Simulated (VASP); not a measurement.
# CoO in VASP: a series of runs, part 2 of 3

VASP 6.6.1. Earlier steps stand in the parts before.

## 3. Single point, PBE+U, collinear spin, ferromagnetic start

This run uses another cell than the first one, of 9.68 Å³/atom, 0.957 times its volume.

File INCAR:

```
PREC = Accurate ; ENCUT = 600
EDIFF = 1E-6 ; ISMEAR = 0
SIGMA = 0.05 ; LREAL = False
LASPH = True ; NELM = 200
ALGO = Normal ; ISIF = 2
LWAVE = False ; LCHARG = False
ISPIN = 2 ; MAGMOM = 3 0
LORBIT = 11 ; LMAXMIX = 4
LDAU = True ; LDAUTYPE = 2
LDAUL = 2 -1 ; LDAUU = 3.3 0
LDAUJ = 0 0 ; LDAUPRINT = 1
GGA = PE ; NBANDS = 22
GGA_COMPAT = False
```

File KPOINTS:

```
Automatic mesh
0
Gamma
  6 6 6
```

File POSCAR:

```
CoO
1.0
    0.0000000000      2.1315000000      2.1315000000
    2.1315000000      0.0000000000      2.1315000000
    2.1315000000      2.1315000000      0.0000000000
Co O
1 1
Direct
    0.0000000000      0.0000000000      0.0000000000
    0.5000000000      0.5000000000      0.5000000000
```

Potentials or basis: VASP PAW PBE potentials, release 64 (Co_sv, O).

Started as:

```
> cat potpaw_PBE.64/Co_sv/POTCAR potpaw_PBE.64/O/POTCAR > POTCAR
> mpirun -np 1 vasp_std > vasp.out
```

Wall time 32 s (1 thread of AMD EPYC 7R43 (Zen 3), shared host); peak memory 0.12 GiB.

It converged, with:

```
Free energy                                           : -11.0468 eV
Pressure                                              : -2.9 GPa
Band gap on the k mesh                                : zero (filled and empty bands overlap)
Net moment                                            : 3.00 μB per cell
Site moments                                          : Co +2.69; O +0.25 μB
Valence electrons inside the program's atomic spheres : Co 14.88; O 5.00
```

Levels at points of the mesh, in eV from the Fermi level:
Spin up:
| k point | band 9 | band 10 | band 11 | band 12 | band 13 | band 14 | band 15 | band 16 | band 17 | band 18 |
| --- | --- | --- | --- | --- | --- | --- | --- | --- | --- | --- |
| (0.00, 0.00, 0.00) | -4.14 | -4.14 | -2.61 | -2.61 | -2.61 | 1.32 | 17.12 | 17.96 | 17.96 | 17.96 |
| (0.50, 0.00, 0.00) | -3.52 | -3.52 | -2.68 | -0.25 | -0.25 | 5.37 | 9.68 | 13.67 | 13.67 | 20.42 |
| (0.50, 0.50, 0.00) | -3.85 | -3.85 | -3.68 | -3.24 | -3.24 | 6.08 | 10.22 | 11.52 | 16.04 | 16.04 |
Spin down:
```
           k point  band 8  band 9  band 10  band 11  band 12  band 13
(0.00, 0.00, 0.00)   -2.14   -1.12    -1.12    -1.12     1.65     1.65
(0.50, 0.00, 0.00)   -3.98   -0.09    -0.09     0.20     4.08     4.08
(0.50, 0.50, 0.00)   -3.42   -2.21     0.08     0.08     2.17     2.58
```

Eigenvalues of the final occupation matrices:
```
    site  spin  trace               eigenvalues
site 1 d     1   4.68  0.92 0.92 0.92 0.95 0.95
site 1 d     2   2.01  0.10 0.10 0.60 0.60 0.60
```

Caveat: the k points lie up to 0.43 Å⁻¹ apart; a cell with one magnetic atom can't hold antiferromagnetic order, which such compounds often take. The state reached can hang on the start; a lower one may exist.

## 4. Single point, PBE+U, collinear spin, ferromagnetic start

This run uses another cell than the first one, of 10.21 Å³/atom, 1.009 times its volume.

File INCAR:

```
SYSTEM = CoO
ALGO = Normal
EDIFF = 1E-6
ENCUT = 600
GGA = PE
GGA_COMPAT = .False.
ISIF = 2
ISMEAR = 0
ISPIN = 2
LASPH = .True.
LCHARG = .False.
LDAU = .True.
LDAUJ = 0 0
LDAUL = 2 -1
LDAUPRINT = 1
LDAUTYPE = 2
LDAUU = 3.3 0
LMAXMIX = 4
LORBIT = 11
LREAL = .False.
LWAVE = .False.
MAGMOM = 2.88 0.24
NBANDS = 22
NELM = 200
PREC = Accurate
SIGMA = 0.05
```

File KPOINTS:

```
k-points
0
Gamma
  10 10 10
  0 0 0
```

File POSCAR:

```
CoO
1.0
    0.0000000000      2.1695022087      2.1695022087
    2.1695022087      0.0000000000      2.1695022087
    2.1695022087      2.1695022087      0.0000000000
Co O
1 1
Direct
    0.0000000000      0.0000000000      0.0000000000
    0.5000000000      0.5000000000      0.5000000000
```

Started as:

```
> cat potpaw_PBE.64/Co_sv/POTCAR potpaw_PBE.64/O/POTCAR > POTCAR
> mpirun -np 1 vasp_std > vasp.out
```

It took 73 s on 1 thread of Intel Xeon Platinum 8488C (Sapphire Rapids), shared host; peak memory 0.18 GiB.

Results (log left out):

| Quantity | Value |
| --- | --- |
| Free energy | -11.0162 eV |
| Pressure | -11.3 GPa |
| Band gap on the k mesh | zero (filled and empty bands overlap) |
| Net moment | 3.00 μB per cell |
| Site moments | Co +2.69; O +0.24 μB |
| Valence electrons inside the program's atomic spheres | Co 14.85; O 4.97 |

Levels at points of the mesh, in eV from the Fermi level:
Spin up:
```tsv
k point	band 11	band 12	band 13	band 14	band 15	band 16
(0.00, 0.00, 0.00)	-2.42	-2.42	-2.42	1.05	16.94	17.59
(0.50, 0.00, 0.00)	-2.69	-0.33	-0.33	5.25	9.19	13.32
(0.50, 0.50, 0.00)	-3.59	-3.24	-3.24	5.73	9.88	11.32
```
Spin down:
```tsv
k point	band 7	band 8	band 9	band 10	band 11	band 12	band 13	band 14
(0.00, 0.00, 0.00)	-1.96	-1.96	-1.03	-1.03	-1.03	1.53	1.74	1.74
(0.50, 0.00, 0.00)	-3.66	-3.66	-0.09	-0.09	0.17	3.96	3.96	5.48
(0.50, 0.50, 0.00)	-3.16	-3.16	-2.01	0.06	0.06	2.21	2.52	6.63
```

Eigenvalues of the final occupation matrices:
```
    site  spin  trace               eigenvalues
site 1 d     1   4.68  0.92 0.92 0.92 0.95 0.95
site 1 d     2   2.01  0.09 0.09 0.61 0.61 0.61
```

Caveat: a cell with one magnetic atom can't hold antiferromagnetic order, which such compounds often take. The state reached can hang on the start; a lower one may exist.

## 5. Single point, PBE+U, collinear spin, ferromagnetic start

This run uses another cell than the first one, of 9.68 Å³/atom, 0.957 times its volume.

File INCAR:

```
  PREC = Accurate
  ENCUT = 600
  EDIFF = 1E-6
  ISMEAR = 0
  SIGMA = 0.05
  LREAL = False
  LASPH = True
  NELM = 200
  ALGO = Normal
  ISIF = 2
  LWAVE = False
  LCHARG = True
  ISPIN = 2
  MAGMOM = 3 0
  LORBIT = 11
  LMAXMIX = 4
  LDAU = True
  LDAUTYPE = 2
  LDAUL = 2 -1
  LDAUU = 3.3 0
  LDAUJ = 0 0
  LDAUPRINT = 1
  GGA = PE
  LELF = True
  LVHAR = True
  NBANDS = 22
  GGA_COMPAT = False
```

File KPOINTS:

```
Automatic mesh
0
Gamma
  10 10 10
```

File POSCAR:

```
CoO
1.0
    0.0000000000      2.1315000000      2.1315000000
    2.1315000000      0.0000000000      2.1315000000
    2.1315000000      2.1315000000      0.0000000000
Co O
1 1
Direct
    0.0000000000      0.0000000000      0.0000000000
    0.5000000000      0.5000000000      0.5000000000
```

Potentials or basis: VASP PAW PBE potentials, release 64 (Co_sv, O).

Started as:

```
> cat potpaw_PBE.64/Co_sv/POTCAR potpaw_PBE.64/O/POTCAR > POTCAR
> mpirun -np 1 vasp_std > vasp.out
```

OUTCAR:

```text
PREC = Accurate
   ENCUT = 600
   EDIFF = 1E-6
   ISMEAR = 0
   LREAL = False
   LASPH = True
   NELM = 200
   ISIF = 2
   ISPIN = 2
   LORBIT = 11
   GGA = PE

 ion  position               nearest neighbor table
   1  0.000  0.000  0.000-   2 2.13   2 2.13   2 2.13   2 2.13   2 2.13   2 2.13
   2  0.500  0.500  0.500-   1 2.13   1 2.13   1 2.13   1 2.13   1 2.13   1 2.13

  LATTYP: Found a face centered cubic cell.
 ALAT       =     4.2630000000

  Lattice vectors:

 A1 = (   0.0000000000,   2.1315000000,   2.1315000000)
 A2 = (   2.1315000000,   0.0000000000,   2.1315000000)
 A3 = (   2.1315000000,   2.1315000000,   0.0000000000)

Analysis of symmetry for initial positions (statically):
=====================================================================
 Subroutine PRICEL returns:
 Original cell was already a primitive cell.

 Routine SETGRP: Setting up the symmetry group for a
 face centered cubic supercell.

 Subroutine GETGRP returns: Found 48 space group operations
 (whereof 48 operations were pure point group operations)
 out of a pool of 48 trial point group operations.

[... 221 lines left out ...]

 k-point     1 :       0.0000    0.0000    0.0000
  band No.  band energies     occupation
      1     -88.1939      1.00000
      2     -51.4355      1.00000
      3     -51.4355      1.00000
      4     -51.4355      1.00000
      5     -11.1385      1.00000
      6       4.0301      1.00000
[... 1193 lines left out ...]
     21      38.7853      0.00000
     22      40.0150      0.00000

 [... further k-points ...]
[... 5 lines left out ...]
  --------------------------------------------------------------------------------------
  -------------------------------------------------------------------------------------
  Total       -0.3202647     -0.3202647     -0.3202647      0.0000000      0.0000000      0.0000000
  in kB      -26.4931564    -26.4931564    -26.4931564      0.0000000      0.0000000      0.0000000
  external PRESSURE =     -26.4931564 kB  Pullay stress =       0.0000000 kB

 VOLUME and BASIS-vectors are now :
 -----------------------------------------------------------------------------
  energy-cutoff  :      600.00
  volume of cell :       19.37
      direct lattice vectors                 reciprocal lattice vectors
     0.000000000  2.131500000  2.131500000    -0.234576589  0.234576589  0.234576589
     2.131500000  0.000000000  2.131500000     0.234576589 -0.234576589  0.234576589
     2.131500000  2.131500000  0.000000000     0.234576589  0.234576589 -0.234576589

 POSITION                                       TOTAL-FORCE (eV/Angst)
 -----------------------------------------------------------------------------------
      0.00000      0.00000      0.00000         0.000000     -0.000000     -0.000000
      2.13150      2.13150      2.13150        -0.000000      0.000000      0.000000
 -----------------------------------------------------------------------------------
    total drift:                                0.000000     -0.000000     -0.000000

  FREE ENERGIE OF THE ION-ELECTRON SYSTEM (eV)
  ---------------------------------------------------
  free  energy   TOTEN  =       -11.0471971329 eV

  energy  without entropy=      -11.0415843868  energy(sigma->0) =      -11.04439076

 total charge

# of ion       s       p       d       tot
------------------------------------------
    1        2.144   6.063   6.669  14.876
    2        1.548   3.455   0.000   5.004
--------------------------------------------------
tot          3.692   9.519   6.669  19.880

 magnetization (x)

# of ion       s       p       d       tot
------------------------------------------
    1        0.014   0.011   2.663   2.687
    2        0.025   0.227   0.000   0.253
--------------------------------------------------
tot          0.039   0.238   2.663   2.940
```

It took 32 s on 1 thread of AMD EPYC 9R45 (Zen 5), shared host; peak memory 0.14 GiB.

What came out:

- Free energy: -11.0472 eV
- Pressure: -2.6 GPa
- Band gap on the k mesh: zero (filled and empty bands overlap)
- Net moment: 3.00 μB per cell
- Site moments: Co +2.69; O +0.25 μB
- Valence electrons inside the program's atomic spheres: Co 14.88; O 5.00

Eigenvalues of the final occupation matrices:
```tsv
site	spin	trace	eigenvalues
site 1 d	1	4.68	0.92 0.92 0.92 0.95 0.95
site 1 d	2	2.01	0.10 0.10 0.60 0.60 0.60
```

Caveat: a cell with one magnetic atom can't hold antiferromagnetic order, which such compounds often take. The state reached can hang on the start; a lower one may exist.

## 6. Single point, PBE+U, collinear spin, antiferromagnetic start (volume scaled by 1.040)

File INCAR:

```
SYSTEM = CoO
ALGO     = Normal         ! electronic algorithm
EDIFF    = 1E-6           ! SCF threshold, eV
ENCUT    = 520            ! plane-wave cutoff, eV
GGA      = PE             ! functional
ISIF     = 2              ! what is computed and relaxed
ISMEAR   = 0              ! smearing method
ISPIN    = 2              ! spin polarisation
LASPH    = .True.         ! aspherical terms in the spheres
LCHARG   = .False.        ! write CHGCAR
LDAU     = .True.         ! DFT+U
LDAUJ    = 0 0          
LDAUL    = 2 -1           ! shell
LDAUPRINT= 1            
LDAUTYPE = 2            
LDAUU    = 3.3 0          ! U, eV
LMAXMIX  = 4              ! l up to which the mixer works
LORBIT   = 11             ! projections on sites
LREAL    = .False.        ! projectors in reciprocal space
LWAVE    = .False.        ! write WAVECAR
MAGMOM   = 2.82 -2.82 0 0 ! initial moments
NBANDS   = 27             ! bands
NELM     = 150            ! most SCF steps
PREC     = Accurate       ! precision mode
SIGMA    = 0.05           ! smearing width, eV
```

File KPOINTS:

```
k-points
0
Gamma
  10 10 10
  0 0 0
```

File POSCAR:

```
CoO
1.0
   -2.1591311726     -2.1591311726      4.3485576322
   -4.3485576322     -2.1591311726      2.1591311726
   -2.1591311726     -4.3485576322      2.1591311726
Co O
2 2
Direct
    0.0000000000      0.0000000000      0.0000000000
    0.5000000000      0.5000000000      0.5000000000
    1.2499999983     -0.7500000017     -0.7500000017
    1.7500000017     -0.2499999983     -0.2499999983
```

Potentials or basis: VASP PAW PBE potentials, release 64 (Co, O).

Started as:

```
> cat potpaw_PBE.64/Co/POTCAR potpaw_PBE.64/O/POTCAR > POTCAR
> mpirun -np 1 vasp_std > vasp.out
```

It used 1600 s of CPU time on 1 thread of AMD EPYC 7R13 Processor (Zen 3) (shared host).

The run converged. Its results:

```yaml
Free_energy: -22.7456 eV
Pressure: -12.0 GPa
Band_gap_on_the_k_mesh: zero (filled and empty bands overlap)
Net_moment: 0.00 μB per cell
Site_moments: Co +2.67, -2.67; O +0.00 μB
Valence_electrons_inside_the_program's_atomic_spheres: Co 7.69; O 4.96
```

Stress tensor (GPa, compression positive):
```
-12.03   2.56  -2.56
  2.56 -12.03  -2.56
 -2.56  -2.56 -12.03
```

Levels at points of the mesh, in eV from the Fermi level:
Spin up:
| k point | band 13 | band 14 | band 15 | band 16 | band 17 | band 18 |
| --- | --- | --- | --- | --- | --- | --- |
| (0.00, 0.00, 0.00) | -2.12 | -1.39 | -0.11 | -0.11 | 1.21 | 2.78 |
| (0.50, 0.00, 0.00) | -1.63 | -1.51 | -0.06 | 0.14 | 2.62 | 2.76 |
| (0.50, 0.50, 0.00) | -1.79 | -1.20 | -0.08 | 0.14 | 2.99 | 3.01 |
| (0.50, 0.50, 0.50) | -1.12 | -1.12 | -0.18 | -0.18 | 2.59 | 2.59 |
Spin down:
```csv
k point,band 12,band 13,band 14,band 15,band 16,band 17,band 18,band 19
"(0.00, 0.00, 0.00)",-2.17,-2.12,-1.39,-0.11,-0.11,1.21,2.78,2.78
"(0.50, 0.00, 0.00)",-1.94,-1.63,-1.51,-0.06,0.14,2.62,2.76,6.93
"(0.50, 0.50, 0.00)",-2.20,-1.79,-1.20,-0.08,0.14,2.99,3.01,5.34
"(0.50, 0.50, 0.50)",-1.55,-1.12,-1.12,-0.18,-0.18,2.59,2.59,3.84
```

Eigenvalues of the final occupation matrices:
```csv
site,spin,trace,eigenvalues
site 1 d,1,4.89,0.97 0.97 0.97 1.00 1.00
site 1 d,2,2.23,0.14 0.14 0.50 0.50 0.95
site 2 d,1,2.23,0.14 0.14 0.50 0.50 0.95
site 2 d,2,4.89,0.97 0.97 0.97 1.00 1.00
```

Caveat: the cell differs from its parent crystal (volume scaled by 1.040). The state reached can hang on the start; a lower one may exist.

(Continued in part 3 of 3.)
